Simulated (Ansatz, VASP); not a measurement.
# One calculation of Os, two programs

File INCAR:

```
  ALGO = Fast
  EDIFF = 1E-6
  EDIFFG = -0.005
  ENCUT = 600
  GGA = PS
  IBRION = 2
  ISIF = 3
  ISMEAR = 0
  LASPH = True
  LCHARG = False
  LREAL = False
  LWAVE = False
  NELM = 80
  NSW = 70
  PREC = Accurate
  SIGMA = 0.1
```

The input KPOINTS:

```
k-points
0
Gamma
  18 18 10
```

File POSCAR:

```
Os
1.0
    2.7527908586      0.0000000000      0.0000000000
   -1.3763954293      2.3839868148      0.0000000000
    0.0000000000      0.0000000000      4.3508626228
Os
2
Direct
    0.3333333333      0.6666666667      0.2500000000
    0.6666666667      0.3333333333      0.7500000000
```

Input for Ansatz:

```yaml
crystal:
  lattice:
    - [2.7527908586, 0.0, 0.0]
    - [-1.3763954293, 2.3839868148, 0.0]
    - [0.0, 0.0, 4.3508626228]
  atoms:
    - { symbol: Os, position: [0.3333333333, 0.6666666667, 0.25] }
    - { symbol: Os, position: [0.6666666667, 0.3333333333, 0.75] }
basis:
  ecutwfc: 420
kpoints:
  mp_grid: { grid: [18, 18, 10] }
hamiltonian:
  xc: pbesol
scf:
  occupations: { method: gaussian, width: 0.1 }
output:
  forces: true
  stress: true
  eigenvalues: true
  write_density: true
  write_potential: true
  elf: true
  volumetric_format: npy
relax:
  adjacent_minimum: "off"
  f_tol: 0.005
  max_steps: 50
  cell: { stress_tol: 0.05 }
```

Alike in both runs: task relaxation of cell and atoms; functional PBEsol; k mesh 18 × 18 × 10; occupations gaussian, width 0.1 eV; no spin polarisation.

```csv
,VASP,Ansatz
version,VASP 6.6.1,Ansatz 0.2.0
potentials or method,"VASP PAW PBE potentials, release 64 (Os), cutoff 600 eV","scalar-relativistic, plane waves, PAW"
valence electrons in the cell,16,32
```

```tsv
	VASP	Ansatz	Ansatz less VASP
gap on the k mesh at the Fermi level, each at its own relaxed structure (eV)	none	none	-
relaxed volume (Å³/atom)	13.91	13.89	-0.021
relaxed cell length with the largest relative difference (Å)	2.729	2.727	-0.0015
```

VASP's potentials were made for PBE, not for PBEsol. A gap of «none» marks a metal or a gap that the smearing closes. VASP's potentials hold 16 valence electrons a cell and Ansatz's 32, so a difference there can come from the potentials and not from the codes.

Spin-orbit coupling is off throughout.
